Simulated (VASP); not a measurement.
# ZnGeP2 (I-42d) in VASP: a series of runs

Runs on ZnGeP2. Level: r2SCAN. Tasks: single point.

Everything below comes from runs of VASP 6.6.1. Logs are shortened: lines on timing, memory, paths and dates and some standing lists are left out, and cuts for length are marked.

### 1 The cell of the first run

The structure is tetragonal, space group I-42d (No. 122). Conventional cell: a = 5.556 Å, b = 5.556 Å, c = 10.946 Å, α = 90.00°, β = 90.00°, γ = 90.00°. Within 3.2 Å of Zn (site symmetry -4) lie 4 P at 2.41 Å. Within 3.1 Å of Ge (site symmetry -4) lie 4 P at 2.38 Å. P (site symmetry 2) has 2 Ge at 2.38 Å and 2 Zn at 2.41 Å within 3.1 Å.

### 2 Single point, r2SCAN (strain +2.0%)

File POSCAR:

```
ZnGeP2
1.0
   -2.7778073965      2.7778073965      5.4728975608
    2.7778073965     -2.7778073965      5.4728975608
    2.7778073965      2.7778073965     -5.4728975608
Zn Ge P
2 2 4
Direct
    0.7500000000      0.2500000000      0.5000000000
    0.0000000000      0.0000000000      0.0000000000
    0.2500000000      0.7500000000      0.5000000000
    0.5000000000      0.5000000000      0.0000000000
    0.1308525761      0.6250000000      0.0058525761
    0.8750000000      0.8691474239      0.4941474239
    0.3750000000      0.3808525761      0.5058525761
    0.6191474239      0.1250000000      0.9941474239
```

File INCAR.step1:

```
SYSTEM = ZnGeP2
ALGO     = Normal         ! electronic algorithm
EDIFF    = 1E-5           ! SCF threshold, eV
ENCUT    = 550            ! plane-wave cutoff, eV
GGA      = PE             ! functional
GGA_COMPAT= .FALSE.      
ISMEAR   = 0              ! smearing method
LASPH    = .TRUE.         ! aspherical terms in the spheres
LCHARG   = .FALSE.        ! write CHGCAR
LREAL    = .FALSE.        ! projectors in reciprocal space
LWAVE    = .TRUE.         ! write WAVECAR
NBANDS   = 46             ! bands
NELM     = 120            ! most SCF steps
PREC     = Accurate       ! precision mode
SIGMA    = 0.01           ! smearing width, eV
```

File INCAR.step2:

```
SYSTEM = ZnGeP2
ALGO     = Normal         ! electronic algorithm
EDIFF    = 1E-6           ! SCF threshold, eV
ENCUT    = 550            ! plane-wave cutoff, eV
GGA_COMPAT= .FALSE.      
ISIF     = 2              ! what is computed and relaxed
ISMEAR   = 0              ! smearing method
ISTART   = 1            
LASPH    = .TRUE.         ! aspherical terms in the spheres
LCHARG   = .FALSE.        ! write CHGCAR
LMIXTAU  = .TRUE.       
LREAL    = .FALSE.        ! projectors in reciprocal space
LWAVE    = .FALSE.        ! write WAVECAR
METAGGA  = R2SCAN         ! meta-GGA
NBANDS   = 46             ! bands
NELM     = 120            ! most SCF steps
PREC     = Accurate       ! precision mode
SIGMA    = 0.01           ! smearing width, eV
```

File KPOINTS:

```
k-points
0
G
  6 6 6
  0 0 0
```

Potentials or basis: VASP PAW PBE potentials, release 64 (Zn, Ge_d, P).

Command:

```bash
$ cat potpaw_PBE.64/Zn/POTCAR potpaw_PBE.64/Ge_d/POTCAR potpaw_PBE.64/P/POTCAR > POTCAR
$ cp INCAR.step1 INCAR
$ mpirun -np 1 vasp_std > vasp.out
$ cp INCAR.step2 INCAR
$ mpirun -np 1 vasp_std > vasp.out
```

OUTCAR:

```text
SYSTEM = ZnGeP2
   EDIFF = 1E-6
   ENCUT = 550
   ISIF = 2
   ISMEAR = 0
   ISTART = 1
   LASPH = .TRUE.
   LREAL = .FALSE.
   METAGGA = R2SCAN
   NELM = 120
   PREC = Accurate

 ion  position               nearest neighbor table
   1  0.750  0.250  0.500-   5 2.41   6 2.41   7 2.41   8 2.41
   2  0.000  0.000  0.000-   7 2.41   8 2.41   5 2.41   6 2.41
   3  0.250  0.750  0.500-   6 2.38   5 2.38   7 2.38   8 2.38
   4  0.500  0.500  0.000-   8 2.38   6 2.38   7 2.38   5 2.38
   5  0.131  0.625  0.006-   3 2.38   4 2.38   1 2.41   2 2.41
   6  0.875  0.869  0.494-   3 2.38   4 2.38   1 2.41   2 2.41
   7  0.375  0.381  0.506-   3 2.38   4 2.38   2 2.41   1 2.41
   8  0.619  0.125  0.994-   4 2.38   3 2.38   2 2.41   1 2.41

  LATTYP: Found a body centered tetragonal cell.
 ALAT       =     5.5556147930
 C/A-ratio  =     1.9702221139

  Lattice vectors:

 A1 = (  -2.7778073965,   2.7778073965,   5.4728975608)
 A2 = (   2.7778073965,  -2.7778073965,   5.4728975608)
 A3 = (   2.7778073965,   2.7778073965,  -5.4728975608)

Analysis of symmetry for initial positions (statically):
=====================================================================
 Subroutine PRICEL returns:
 Original cell was already a primitive cell.

 Routine SETGRP: Setting up the symmetry group for a
 body centered tetragonal supercell.

 Subroutine GETGRP returns: Found  8 space group operations
 (whereof  4 operations were pure point group operations)
 out of a pool of 16 trial point group operations.

The static configuration has the point symmetry S_4 .
 The point group associated with its full space group is D_2d.

Analysis of symmetry for dynamics (positions and initial velocities):
=====================================================================
 Subroutine PRICEL returns:
 Original cell was already a primitive cell.

 Routine SETGRP: Setting up the symmetry group for a
 body centered tetragonal supercell.

 Subroutine GETGRP returns: Found  8 space group operations
 (whereof  4 operations were pure point group operations)
 out of a pool of 16 trial point group operations.

The dynamic configuration has the point symmetry S_4 .
 The point group associated with its full space group is D_2d.

 Subroutine INISYM returns: Found  8 space group operations
 (whereof  4 operations are pure point group operations),
 and found     1 'primitive' translations

----------------------------------------------------------------------------------------

                                     Primitive cell

  volume of cell :     168.9202

  direct lattice vectors                    reciprocal lattice vectors
    -2.777807397  2.777807397  5.472897561     0.000000000  0.179998081  0.091359284
     2.777807397 -2.777807397  5.472897561     0.179998081  0.000000000  0.091359284
     2.777807397  2.777807397 -5.472897561     0.179998081  0.179998081  0.000000000

  length of vectors
     6.736841662  6.736841662  6.736841662     0.201855958  0.201855958  0.254555727

  position of ions in fractional coordinates (direct lattice)
     0.750000000  0.250000000  0.500000000
     0.000000000  0.000000000  0.000000000
     0.250000000  0.750000000  0.500000000
     0.500000000  0.500000000  0.000000000
     0.130852576  0.625000000  0.005852576
     0.875000000  0.869147424  0.494147424
     0.375000000  0.380852576  0.505852576
     0.619147424  0.125000000  0.994147424

  ion indices of the primitive-cell ions
   primitive index   ion index
                 1           1
                 2           2
                 3           3
                 4           4
                 5           5
                 6           6
                 7           7
                 8           8

----------------------------------------------------------------------------------------

 KPOINTS: k-points

Automatic generation of k-mesh.
 Grid dimensions read from file:
 generate k-points for:    6    6    6

 Generating k-lattice:

  Cartesian coordinates                     Fractional coordinates (reciprocal lattice)
     0.000000000  0.029999680  0.015226547     0.166666667  0.000000000  0.000000000
     0.029999680  0.000000000  0.015226547     0.000000000  0.166666667  0.000000000
     0.029999680  0.029999680  0.000000000     0.000000000  0.000000000  0.166666667

  Length of vectors
     0.033642660  0.033642660  0.042425954

  Shift w.r.t. Gamma in fractional coordinates (k-lattice)
     0.000000000  0.000000000  0.000000000

 Subroutine IBZKPT returns following result:
 ===========================================

 Found     30 irreducible k-points:

 Following reciprocal coordinates:
            Coordinates               Weight
  0.000000  0.000000  0.000000      1.000000
  0.166667 -0.000000  0.000000      8.000000
  0.333333  0.000000  0.000000      8.000000
  0.500000 -0.000000  0.000000      4.000000
  0.166667  0.166667  0.000000      8.000000
  0.333333  0.166667  0.000000     16.000000
[... 16 lines left out ...]
 -0.333333 -0.333333  0.166667      8.000000
 -0.166667 -0.333333  0.166667      8.000000
 [... further k-points ...]
   k-points           NKPTS =     30   k-points in BZ     NKDIM =     30   number of bands    NBANDS=     46
   number of dos      NEDOS =    301   number of ions     NIONS =      8
   total plane-waves  NPLWV = 157464
   dimension x,y,z NGX =    54 NGY =   54 NGZ =   54
   dimension x,y,z NGXF=   108 NGYF=  108 NGZF=  108
   ions per type =               2   2   4
   NGX,Y,Z   is equivalent  to a cutoff of  13.33, 13.33, 13.33 a.u.
   NGXF,Y,Z  is equivalent  to a cutoff of  26.65, 26.65, 26.65 a.u.
 SYSTEM =  ZnGeP2
   PREC   = accura    normal or accurate (medium, high low for compatibility)
   ISTART =      1    job   : 0-new  1-cont  2-samecut
   ICHARG =      0    charge: 1-file 2-atom 10-const
   ISPIN  =      1    spin polarized calculation?
   LNONCOLLINEAR =      F non collinear calculations
   LSORBIT =      F    spin-orbit coupling
   LASPH  =      T    aspherical Exc in radial PAW
   ENCUT  =  550.0 eV  40.42 Ry    6.36 a.u.  12.88 12.88 12.88*2*pi/ulx,y,z
   NELM   =    120;   NELMIN=  2; NELMDL=  0     # of ELM steps
   EDIFF  = 0.1E-05   stopping-criterion for ELM
   LREAL  =      F    real-space projection
   EDIFFG = 0.1E-04   stopping-criterion for IOM
   NSW    =      0    number of steps for IOM
   IBRION =     -1    ionic relax: 0-MD 1-quasi-New 2-CG
   NFREE  =      0    steps in history (QN), initial steepest desc. (CG)
   ISIF   =      2    stress and relaxation
   ISYM   =      2    0-nonsym 1-usesym 2-fastsym
   POTIM  = 0.5000    time-step for ionic-motion
   TEBEG  =    0.0;   TEEND  =   0.0 temperature during run
   PSTRESS=    0.0 pullay stress
   NELECT =      72.0000    total number of electrons
   NUPDOWN=      -1.0000    fix difference up-down
   EMIN   =  10.00;   EMAX   =-10.00  energy-range for DOS
   EFERMI =   0.00;   METHOD = LEGACY
   ISMEAR =     0;   SIGMA  =   0.01  broadening in eV -4-tet -1-fermi 0-gaus
   EFERMI_NEDOS =   21; number of points for ismear=-14 and -15
   IALGO  =     38    algorithm
   IMIX   =      4    mixing-type and parameters
     AMIX     =   0.40;   BMIX     =  1.00
     AMIX_MAG =   1.60;   BMIX_MAG =  1.00
  volume/ion in A,a.u.               =      21.12       142.49
  Fermi-wavevector in a.u.,A,eV,Ry     =   1.232041  2.328220 20.652622  1.517925
  Thomas-Fermi vector in A             =   2.366827
   LORBIT       =      0    0 simple, 1 ext, 2 COOP (PROOUT), +10 PAW based schemes
   METAGGA = R2SCAN    functional components
   LHFCALC =     F    Hartree Fock is set to
   AEXX    =    0.0000 exact exchange contribution
   IVDW    =     0    specifies the selected vdW correction
   LEPSILON=     F    determine dielectric tensor
   LRPA    =     F    only Hartree local field effects (RPA)
 non-spin polarized calculation
 Gauss-broadening in eV      SIGMA  =   0.01
  energy-cutoff  :      550.00
  volume of cell :      168.92
 maximum number of plane-waves:      4976
 NGX is ok and might be reduce to    54
   NGX = 25   NGY = 25   NGZ = 25

 number of electron      71.9999980 magnetization

 Free energy of the ion-electron system (eV)
  ---------------------------------------------------
  ext. energy  EPLUGINS =         0.00000000
  ---------------------------------------------------
  free energy    TOTEN  =       -83.62005345 eV

  energy without entropy =      -83.62005345  energy(sigma->0) =      -83.62005345

 E-fermi :   3.6810     XC(G=0): -10.2602

 val. band max:        3.6168020780   @ k =   0.0000   0.0000   0.0000
 cond. band min:       5.0155538128   @ k =   0.5000   0.5000   0.0000
 fundamental gap:      1.3987517349
 Fermi energy:         3.6809837451

 k-point     1 :       0.0000    0.0000    0.0000
  band No.  band energies     occupation
      1     -21.8802      2.00000
      2     -21.8782      2.00000
      3     -21.8782      2.00000
      4     -21.8748      2.00000
      5     -21.8686      2.00000
      6     -21.8686      2.00000
[... 38 lines left out ...]
     45       8.7517      0.00000
     46       8.7824      0.00000

 k-point     2 :       0.1667   -0.0000    0.0000
  band No.  band energies     occupation
      1     -21.8801      2.00000
      2     -21.8783      2.00000
      3     -21.8779      2.00000
      4     -21.8748      2.00000
      5     -21.8692      2.00000
      6     -21.8684      2.00000
[... 38 lines left out ...]
     45       8.7129      0.00000
     46       9.3748      0.00000

 k-point     3 :       0.3333    0.0000    0.0000
  band No.  band energies     occupation
      1     -21.8799      2.00000
      2     -21.8788      2.00000
      3     -21.8774      2.00000
      4     -21.8742      2.00000
      5     -21.8708      2.00000
      6     -21.8680      2.00000
[... 1018 lines left out ...]
     45       8.8596      0.00000
     46       9.5186      0.00000

 k-point    24 :      -0.1667   -0.3333    0.1667
  band No.  band energies     occupation
      1     -21.8795      2.00000
      2     -21.8790      2.00000
      3     -21.8784      2.00000
      4     -21.8754      2.00000
      5     -21.8685      2.00000
      6     -21.8678      2.00000
[... 38 lines left out ...]
     45       8.4466      0.00000
     46       8.9162      0.00000

 [... further k-points ...]

------------------------ aborting loop because EDIFF is reached ----------------------------------------

  FORCE on cell =-STRESS in cart. coord.  units (eV):
  Direction    XX          YY          ZZ          XY          YZ          ZX
  --------------------------------------------------------------------------------------
  -------------------------------------------------------------------------------------
  Total       -4.6704576     -4.6704576     -4.7402304      0.0000000      0.0000000      0.0000000
  in kB      -44.2984410    -44.2984410    -44.9602232      0.0000000      0.0000000      0.0000000
  external PRESSURE =     -44.5190350 kB  Pullay stress =       0.0000000 kB

 VOLUME and BASIS-vectors are now :
 -----------------------------------------------------------------------------
  energy-cutoff  :      550.00
  volume of cell :      168.92
      direct lattice vectors                 reciprocal lattice vectors
    -2.777807397  2.777807397  5.472897561     0.000000000  0.179998081  0.091359284
     2.777807397 -2.777807397  5.472897561     0.179998081  0.000000000  0.091359284
     2.777807397  2.777807397 -5.472897561     0.179998081  0.179998081  0.000000000

 POSITION                                       TOTAL-FORCE (eV/Angst)
 -----------------------------------------------------------------------------------
      0.00000      2.77781      2.73645        -0.000000      0.000000      0.000000
      0.00000      0.00000      0.00000        -0.000000      0.000000      0.000000
      2.77781      0.00000      2.73645        -0.000000      0.000000     -0.000000
      0.00000      0.00000      5.47290        -0.000000      0.000000      0.000000
      1.38890     -1.35639      4.10467        -0.000000      0.011401      0.000000
      1.35639      1.38890      6.84112        -0.011401      0.000000      0.000000
      1.42142      1.38890      1.36822         0.011401      0.000000      0.000000
      1.38890      4.13420     -1.36822        -0.000000     -0.011401      0.000000
 -----------------------------------------------------------------------------------
    total drift:                               -0.000007     -0.000007     -0.000009

  FREE ENERGIE OF THE ION-ELECTRON SYSTEM (eV)
  ---------------------------------------------------
  free  energy   TOTEN  =       -83.6200534452 eV

  energy  without entropy=      -83.6200534452  energy(sigma->0) =      -83.62005345
```

Wall time 12 min (1 thread of Intel Xeon 6975P-C (Granite Rapids), shared host); peak memory 0.55 GiB.

What came out:

- Free energy: -83.6201 eV
- Pressure: -4.5 GPa
- Largest force: 0.011 eV/Å
- Band gap on the k mesh: 1.40 eV (least direct gap 1.41 eV)

Forces in eV/Å, atoms in the order of the input:
```
Zn   0.000  0.000  0.000
Zn   0.000  0.000  0.000
Ge   0.000  0.000  0.000
Ge   0.000  0.000  0.000
P    0.000  0.011  0.000
P   -0.011  0.000  0.000
P    0.011  0.000  0.000
P    0.000 -0.011  0.000
```

Caveat: the cell differs from its parent crystal (strain +2.0%); the cell stands under tension; the PAW data sets were made with another functional, which shifts forces and pressure a little.

### 3 Single point, r2SCAN (strain +3.0%)

File POSCAR:

```
ZnGeP2
1.0
   -2.8050408024      2.8050408024      5.5265534193
    2.8050408024     -2.8050408024      5.5265534193
    2.8050408024      2.8050408024     -5.5265534193
Zn Ge P
2 2 4
Direct
    0.7500000000      0.2500000000      0.5000000000
    0.0000000000      0.0000000000      0.0000000000
    0.2500000000      0.7500000000      0.5000000000
    0.5000000000      0.5000000000      0.0000000000
    0.1316867243      0.6250000000      0.0066867243
    0.8750000000      0.8683132757      0.4933132757
    0.3750000000      0.3816867243      0.5066867243
    0.6183132757      0.1250000000      0.9933132757
```

File INCAR.step1:

```
PREC = Accurate ; ENCUT = 550
ISMEAR = 0 ; SIGMA = 0.01
LREAL = False ; LASPH = True
NELM = 120 ; NBANDS = 46
GGA = PE ; ALGO = Normal
EDIFF = 1E-5 ; LWAVE = True
LCHARG = False ; GGA_COMPAT = False
```

File INCAR.step2:

```
PREC = Accurate ; ENCUT = 550
EDIFF = 1E-6 ; ISMEAR = 0
SIGMA = 0.01 ; LREAL = False
LASPH = True ; NELM = 120
ALGO = Normal ; ISIF = 2
LWAVE = False ; LCHARG = False
METAGGA = R2SCAN ; LMIXTAU = True
NBANDS = 46 ; ISTART = 1
GGA_COMPAT = False
```

File KPOINTS:

```
Automatic mesh
0
Gamma
  6 6 6
```

Potentials or basis: VASP PAW PBE potentials, release 64 (Zn, Ge_d, P).

Command:

```bash
$ cat potpaw_PBE.64/Zn/POTCAR potpaw_PBE.64/Ge_d/POTCAR potpaw_PBE.64/P/POTCAR > POTCAR
$ cp INCAR.step1 INCAR
$ mpirun -np 1 vasp_std > vasp.out
$ cp INCAR.step2 INCAR
$ mpirun -np 1 vasp_std > vasp.out
```

It took 13 min on 1 thread of Intel Xeon 6975P-C (Granite Rapids), shared host; peak memory 0.56 GiB.

The run converged. Its results:

```yaml
Free_energy: -83.4528 eV
Pressure: -6.2 GPa
Largest_force: 0.011 eV/Å
Band_gap_on_the_k_mesh: 1.20 eV
```

Forces on the atoms (eV/Å):
```
Zn   0.000  0.000  0.000
Zn   0.000  0.000  0.000
Ge   0.000  0.000  0.000
Ge   0.000  0.000  0.000
P    0.000  0.011  0.000
P   -0.011  0.000  0.000
P    0.011  0.000  0.000
P    0.000 -0.011  0.000
```

Levels at points of the mesh, in eV from the valence-band top:
```csv
k point,band 32,band 33,band 34,band 35,band 36,band 37,band 38,band 39,band 40,band 41
"(0.00, 0.00, 0.00)",-2.34,-2.34,-0.08,-0.08,0.00,1.20,1.82,1.98,3.40,3.40
"(0.50, 0.00, 0.00)",-2.59,-2.30,-1.69,-1.49,-0.84,2.41,2.66,3.08,4.20,4.44
"(0.50, 0.50, 0.00)",-1.78,-1.11,-1.11,-0.67,-0.67,1.32,1.32,3.26,3.26,4.33
"(0.50, 0.50, 0.50)",-2.40,-1.81,-1.81,-1.20,-1.20,1.56,1.56,1.89,1.89,2.81
```

Caveat: the cell differs from its parent crystal (strain +3.0%); the cell stands under tension; the PAW data sets were made with another functional, which shifts forces and pressure a little. A k mesh can miss the band edges.
